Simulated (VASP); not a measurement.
# Be24NO: single point with PBE

The system is Be24NO, a slab with vacuum.

```
CELL_PARAMETERS angstrom
4.52544 0.00000 0.00000
0.00000 7.13362 0.00000
0.00000 0.00000 22.36855
ATOMIC_POSITIONS crystal
Be 0.00000 0.37500 0.17882
Be 0.00000 0.87500 0.17882
Be 0.50000 0.37500 0.17882
Be 0.50000 0.87500 0.17882
Be 0.25000 0.12500 0.20802
Be 0.25000 0.62500 0.20802
Be 0.75000 0.12500 0.20802
Be 0.75000 0.62500 0.20802
Be 0.25000 0.37500 0.26643
Be 0.25000 0.87500 0.26643
Be 0.75000 0.37500 0.26643
Be 0.75000 0.87500 0.26643
Be 0.00000 0.12500 0.29031
Be 0.00000 0.62500 0.29031
Be 0.50000 0.12500 0.29031
Be 0.50000 0.62500 0.29031
Be 0.00000 0.37500 0.35468
Be 0.00000 0.87500 0.35468
Be 0.50000 0.37500 0.35468
Be 0.50000 0.87500 0.35468
Be 0.25000 0.12500 0.37412
Be 0.25000 0.62500 0.37412
Be 0.75000 0.12500 0.37412
Be 0.75000 0.62500 0.37412
N 0.75000 0.45833 0.42330
O 0.88492 0.59325 0.43695
```

```yaml
Program: VASP 6.6.1
Task: single point
Functional: PBE
Potentials_or_basis: VASP PAW PBE potentials, release 64 (Be, N, O)
Cutoff: 520 eV
k_mesh: 6 × 4 × 1
Occupations: gaussian, width 0.1 eV
Spin: collinear spin, ferromagnetic start
Starting_moments: "[0.0, 0.0, 0.0, 0.0, 0.0, 0.0, 0.0, 0.0, 0.0, 0.0, 0.0, 0.0, 0.0, 0.0, 0.0, 0.0, 0.0, 0.0, 0.0, 0.0, 0.0, 0.0, 0.0, 0.0, 1.0, 0.0] μB"
Dipole_correction: yes
Further_INCAR_settings: ALGO = Normal; EDIFF = 1e-06; NBANDS = 52; NELMDL = -8
```

* Largest force: 11.853 eV/Å
* Net moment: 0.00 μB per cell
* Valence electrons inside the program's atomic spheres: Be 1.02, 1.01, 1.16, 1.17, 1.18, 1.22, 1.23, 1.21, 1.13, 1.11, 1.15, 1.08, 1.07, 1.44; N 3.82; O 5.21

Forces in eV/Å, atoms in the order of the input:
```
Be  -0.019 -0.052  0.523
Be   0.045 -0.026  0.412
Be   0.025 -0.036  0.485
Be  -0.056  0.133  0.532
Be   0.009  0.007 -0.742
Be  -0.022 -0.017 -0.705
Be  -0.010  0.030 -0.606
Be  -0.018 -0.053 -0.640
Be   0.095  0.083 -0.162
Be   0.055 -0.001  0.177
Be  -0.053 -0.029 -0.056
Be  -0.055  0.103 -0.027
Be   0.004  0.118  0.014
Be   0.059 -0.118  0.408
Be   0.028 -0.107  0.044
Be   0.063  0.085 -0.052
Be   0.272 -0.616 -0.236
Be   0.054  0.323 -0.327
Be  -0.017  0.582  0.515
Be  -0.271  0.114 -0.062
Be  -0.056 -0.067  0.073
Be   0.014  0.256 -0.146
Be   0.248 -0.523  0.074
Be  -0.671  1.615 -2.077
N   -6.112 -9.961 -1.981
O    6.391  8.158  4.562
```

Levels at points of the mesh, in eV from the Fermi level:
Spin up:
| k point | band 28 | band 29 | band 30 | band 31 | band 32 | band 33 |
| --- | --- | --- | --- | --- | --- | --- |
| (0.00, 0.00, 0.00) | -0.91 | -0.21 | -0.07 | 0.63 | 0.88 | 1.01 |
| (0.50, 0.00, 0.00) | -0.23 | 0.35 | 0.69 | 1.16 | 1.36 | 1.37 |
| (0.00, 0.50, 0.00) | -0.98 | -0.84 | -0.46 | 0.13 | 0.48 | 1.01 |
| (0.50, 0.50, 0.00) | -0.38 | -0.25 | 0.06 | 0.38 | 0.47 | 1.02 |
Spin down:
```
           k point  band 26  band 27  band 28  band 29  band 30  band 31  band 32  band 33  band 34  band 35
(0.00, 0.00, 0.00)    -1.45    -1.31    -0.91    -0.21    -0.07     0.63     0.88     1.01     1.52     1.95
(0.50, 0.00, 0.00)    -1.00    -0.33    -0.23     0.35     0.69     1.16     1.36     1.37     1.42     1.69
(0.00, 0.50, 0.00)    -1.32    -1.05    -0.98    -0.84    -0.46     0.13     0.48     1.01     1.98     2.39
(0.50, 0.50, 0.00)    -0.84    -0.70    -0.38    -0.25     0.06     0.38     0.47     1.02     1.14     2.37
```

It took 10 min on 4 MPI ranks on AMD EPYC 9R45 96-Core Processor (Zen 5), on a shared host, peak memory 1.4 GiB a rank.

Caveat: the standard files for N, O and F lose accuracy on very short bonds.
